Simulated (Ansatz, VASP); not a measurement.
**One calculation of ZrF, two programs**

```
Zr F
1.0
     3.49239    0.00000    0.00000
    -1.74619    3.02450    0.00000
     0.00000    0.00000    5.59294
Zr F
2 2
Direct
  0.33333 0.66667 0.00000
  0.66667 0.33333 0.50000
  0.33333 0.66667 0.38210
  0.66667 0.33333 0.88210
```

Alike in both runs: task single point; functional PBE; k mesh 6 × 6 × 4; occupations gaussian, width 0.1 eV; no spin polarisation.

```csv
,VASP,Ansatz
version,VASP 6.6.1,Ansatz 0.2.0
potentials or method,"VASP PAW PBE potentials, release 64 (Zr_sv, F), cutoff 520 eV","scalar-relativistic, plane waves, PAW"
valence electrons in the cell,38,38
```

|  | VASP | Ansatz | Ansatz less VASP |
| --- | --- | --- | --- |
| gap on the k mesh at the Fermi level (eV) | none | none | - |
| pressure (GPa) | 22.7 | 22.5 | -0.26 |
| traceless stress, the component that is largest in VASP (GPa) | 5.17 | 5.20 | +0.027 |
| rms of the force components (eV/Å) | 0.359 | 0.360 | +0.0005 |

Atom by atom the forces differ by 0.000 eV/Å (rms over components). A gap of «none» marks a metal or a gap that the smearing closes. The functional is the same, so the differences come from potentials, cutoffs and numerics.
